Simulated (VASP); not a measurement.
Write the native input for VASP 6.6.1 that does the following.

```yaml
Task: single point
Functional: r2SCAN
Potentials_or_basis: VASP PAW PBE potentials, release 64 (C)
Cutoff: 580 eV
k_mesh: 18 × 18 × 1
Occupations: gaussian, width 0.03 eV
Spin: no spin polarisation
Dipole_correction: yes
Further_INCAR_settings: ALGO = Normal; EDIFF = 1e-06; NBANDS = 11
```

System: C, a sheet with vacuum.

```xyz
2
Lattice="2.4556 0.0000 0.0000 -1.2278 2.1267 0.0000 0.0000 0.0000 23.8000" Properties=species:S:1:pos:R:3 pbc="T T T"
C     0.0000    1.4178    7.0000
C     1.2278    0.7089    7.0000
```

These files were run (other wordings do the same):

POSCAR

```
C
1.0
    2.4556490903      0.0000000000      0.0000000000
   -1.2278245452      2.1266544950      0.0000000000
    0.0000000000      0.0000000000     23.8000000000
C
2
Direct
    0.3333333333      0.6666666667      0.2941176471
    0.6666666667      0.3333333333      0.2941176471
```

INCAR.step1

```
SYSTEM = C
  ALGO = Normal
  DIPOL = 0.5 0.5 0.294
  EDIFF = 1E-5
  ENCUT = 580
  GGA = PE
  GGA_COMPAT = .False.
  IDIPOL = 3
  ISMEAR = 0
  LASPH = .True.
  LCHARG = .False.
  LDIPOL = .True.
  LREAL = .False.
  LWAVE = .True.
  NBANDS = 11
  NELM = 120
  NELMDL = -8
  PREC = Accurate
  SIGMA = 0.03
```

INCAR.step2

```
SYSTEM = C
  ALGO = Normal
  DIPOL = 0.5 0.5 0.294
  EDIFF = 1E-6
  ENCUT = 580
  GGA_COMPAT = .False.
  IDIPOL = 3
  ISIF = 2
  ISMEAR = 0
  ISTART = 1
  LASPH = .True.
  LCHARG = .True.
  LDIPOL = .True.
  LELF = .True.
  LMIXTAU = .True.
  LREAL = .False.
  LVACPOTAV = .True.
  LVHAR = .True.
  LWAVE = .False.
  METAGGA = R2SCAN
  NBANDS = 11
  NELM = 120
  PREC = Accurate
  SIGMA = 0.03
```

KPOINTS

```
k-points
0
Gamma
  18 18 1
  0 0 0
```

Potentials or basis: VASP PAW PBE potentials, release 64 (C).

The run is started by

```bash
$ cat potpaw_PBE.64/C/POTCAR > POTCAR
$ cp INCAR.step1 INCAR
$ mpirun -np 1 vasp_std > vasp.out
$ cp INCAR.step2 INCAR
$ mpirun -np 1 vasp_std > vasp.out
```

It gave:

```json
{"Band gap on the k mesh": "zero (filled and empty bands touch)"}
```

It took 6.8 min on 1 thread of Intel Xeon 8259CL, with other jobs on the host, peak memory 0.3 GiB.
